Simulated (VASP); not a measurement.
# Co (P6_3/mmc) in VASP: further runs, part 2 of 2

VASP 6.6.1.

### Step 3. Single point, LDA, collinear spin, ferromagnetic start

Input file INCAR:

```
PREC = Accurate ; ENCUT = 520
EDIFF = 1E-6 ; ISMEAR = -1
SIGMA = 0.08 ; LREAL = False
LASPH = True ; NELM = 150
ALGO = Normal ; ISIF = 2
LWAVE = False ; LCHARG = False
ISPIN = 2 ; MAGMOM = 1.7 1.7
LORBIT = 11 ; LMAXMIX = 4
NBANDS = 20
```

Input file KPOINTS:

```
regular mesh
0
Gamma
  12 12 12
```

Input file POSCAR:

```
Co
1.0
    2.5074000000      0.0000000000      0.0000000000
   -1.2537000000      2.1714720974      0.0000000000
    0.0000000000      0.0000000000      4.0699000000
Co
2
Direct
    0.3333333333      0.6666666667      0.2500000000
    0.6666666667      0.3333333333      0.7500000000
```

Potentials or basis: VASP PAW LDA potentials, release 64 (Co).

On the command line:

```
$ cat potpaw_LDA.64/Co/POTCAR > POTCAR
$ mpirun -np 1 vasp_std > vasp.out
```

OUTCAR:

```text
PREC = Accurate
   ENCUT = 520
   EDIFF = 1E-6
   ISMEAR = -1
   LREAL = False
   LASPH = True
   NELM = 150
   ISIF = 2
   ISPIN = 2
   LORBIT = 11

 ion  position               nearest neighbor table
   1  0.333  0.667  0.250-   2 2.50   2 2.50   2 2.50   2 2.50   2 2.50   2 2.50
   2  0.667  0.333  0.750-   1 2.50   1 2.50   1 2.50   1 2.50   1 2.50   1 2.50

  LATTYP: Found a hexagonal cell.
 ALAT       =     2.5074000000
 C/A-ratio  =     1.6231554598

  Lattice vectors:

 A1 = (   2.5074000000,   0.0000000000,   0.0000000000)
 A2 = (  -1.2537000000,   2.1714720974,   0.0000000000)
 A3 = (   0.0000000000,   0.0000000000,   4.0699000000)

Analysis of symmetry for initial positions (statically):
=====================================================================
 Subroutine PRICEL returns:
 Original cell was already a primitive cell.

 Routine SETGRP: Setting up the symmetry group for a
 hexagonal supercell.

 Subroutine GETGRP returns: Found 24 space group operations
 (whereof 12 operations were pure point group operations)
 out of a pool of 24 trial point group operations.

The static configuration has the point symmetry D_3d.
 The point group associated with its full space group is D_6h.

Analysis of symmetry for dynamics (positions and initial velocities):
=====================================================================
 Subroutine PRICEL returns:
 Original cell was already a primitive cell.

 Routine SETGRP: Setting up the symmetry group for a
 hexagonal supercell.

 Subroutine GETGRP returns: Found 24 space group operations
 (whereof 12 operations were pure point group operations)
 out of a pool of 24 trial point group operations.

The dynamic configuration has the point symmetry D_3d.
 The point group associated with its full space group is D_6h.

Analysis of structural, dynamic, and magnetic symmetry:
=====================================================================
 Subroutine PRICEL returns:
 Original cell was already a primitive cell.

[... 143 lines left out ...]
 NGX is ok and might be reduce to    20
   NGX =  9   NGY =  9   NGZ = 15

 number of electron      18.0000002 magnetization       3.1145755

 Free energy of the ion-electron system (eV)
  ---------------------------------------------------
  ext. energy  EPLUGINS =         0.00000000
  ---------------------------------------------------
  free energy    TOTEN  =       -16.09465742 eV

  energy without entropy =      -16.04917439  energy(sigma->0) =      -16.07191590

 E-fermi :   9.5948     XC(G=0): -13.6154

 val. band max:        9.5947646563   @ k =   0.2500  -0.0000   0.2500
 cond. band min:       9.5984686492   @ k =   0.2500  -0.0000   0.0000
 fundamental gap:      0.0037039930
 Fermi energy:         9.5948007421

 spin component 1

 k-point     1 :       0.0000    0.0000    0.0000
  band No.  band energies     occupation
      1       0.8252      1.00000
      2       4.6513      1.00000
      3       7.1576      1.00000
      4       7.2059      1.00000
      5       7.2059      1.00000
      6       7.5081      1.00000
[... 541 lines left out ...]
     19      32.7225      0.00000
     20      34.8195      0.00000

 [... further k-points ...]

 spin component 2

 k-point     1 :       0.0000    0.0000    0.0000
  band No.  band energies     occupation
      1       0.9982      1.00000
      2       5.5461      1.00000
      3       8.5857      1.00000
      4       8.6308      0.99999
      5       8.6308      0.99999
      6       8.9758      0.99956
[... 541 lines left out ...]
     19      32.8485      0.00000
     20      35.2291      0.00000

 [... further k-points ...]
[... 5 lines left out ...]
  --------------------------------------------------------------------------------------
  -------------------------------------------------------------------------------------
  Total       -3.0069219     -3.0069219     -3.2521030     -0.0000000     -0.0000000      0.0000000
  in kB     -217.4057977   -217.4057977   -235.1328253     -0.0000000     -0.0000000      0.0000000
  external PRESSURE =    -223.3148069 kB  Pullay stress =       0.0000000 kB

 VOLUME and BASIS-vectors are now :
 -----------------------------------------------------------------------------
  energy-cutoff  :      520.00
  volume of cell :       22.16
      direct lattice vectors                 reciprocal lattice vectors
     2.507400000  0.000000000  0.000000000     0.398819494  0.230258542  0.000000000
    -1.253700000  2.171472097  0.000000000     0.000000000  0.460517085  0.000000000
     0.000000000  0.000000000  4.069900000     0.000000000  0.000000000  0.245706283

 POSITION                                       TOTAL-FORCE (eV/Angst)
 -----------------------------------------------------------------------------------
     -0.00000      1.44765      1.01747        -0.000000      0.000000      0.000000
      1.25370      0.72382      3.05242         0.000000     -0.000000      0.000000
 -----------------------------------------------------------------------------------
    total drift:                                0.000000      0.000000     -0.000000

  FREE ENERGIE OF THE ION-ELECTRON SYSTEM (eV)
  ---------------------------------------------------
  free  energy   TOTEN  =       -16.0946574187 eV

  energy  without entropy=      -16.0491743852  energy(sigma->0) =      -16.07191590

 total charge

# of ion       s       p       d       tot
------------------------------------------
    1        0.479   0.498   7.266   8.243
    2        0.479   0.498   7.266   8.243
--------------------------------------------------
tot          0.959   0.995  14.532  16.486

 magnetization (x)

# of ion       s       p       d       tot
------------------------------------------
    1       -0.013  -0.037   1.614   1.564
    2       -0.013  -0.037   1.614   1.564
--------------------------------------------------
tot         -0.025  -0.075   3.228   3.128
```

stdout:

```text
POSCAR found type information on POSCAR Co
 POSCAR found :  1 types and       2 ions
 scaLAPACK will be used
 LDA part: xc-table for (Slater(with rela. corr.)+CA(PZ))
 , standard interpolation
 POSCAR, INCAR and KPOINTS ok, starting setup
 FFT: planning ... GRIDC
 FFT: planning ... GRID_SOFT
 FFT: planning ... GRID
 WAVECAR not read
 entering main loop
```

Wall time 2.3 min (1 thread of Intel Xeon Platinum 8259CL at 2.50GHz (Skylake/Cascade Lake), shared host); peak memory 0.19 GiB.

Results:

```
Free energy                                           : -16.0947 eV
Pressure                                              : -22.3 GPa
Net moment                                            : 3.11 μB per cell
Site moments                                          : Co +1.56 μB
Valence electrons inside the program's atomic spheres : Co 8.24
```

Stress tensor (GPa, compression positive):
```
-21.74   0.00   0.00
  0.00 -21.74   0.00
  0.00   0.00 -23.51
```

Levels at points of the mesh, in eV from the Fermi level:
Spin up:
```csv
k point,band 9,band 10,band 11,band 12,band 13,band 14
"(0.00, 0.00, 0.00)",-1.73,-0.65,-0.65,-0.09,6.21,21.86
"(0.50, 0.00, 0.00)",-0.44,-0.37,1.38,3.32,9.52,10.12
"(0.00, 0.00, 0.50)",-0.96,-0.96,-0.96,-0.96,14.72,14.72
"(0.50, 0.00, 0.50)",-0.43,-0.43,1.62,1.62,7.17,7.17
```
Spin down:
```
           k point  band 4  band 5  band 6  band 7  band 8  band 9  band 10  band 11
(0.00, 0.00, 0.00)   -0.96   -0.96   -0.62   -0.62   -0.20   -0.20     0.07     0.97
(0.50, 0.00, 0.00)   -1.66   -1.10   -1.02   -0.63    1.11    1.21     1.26     2.51
(0.00, 0.00, 0.50)   -1.50   -1.02   -1.02   -1.02   -1.02    0.64     0.64     0.64
(0.50, 0.00, 0.50)   -2.31   -0.09   -0.09    0.31    0.31    1.20     1.20     2.25
```

Caveat: the cell stands under tension.
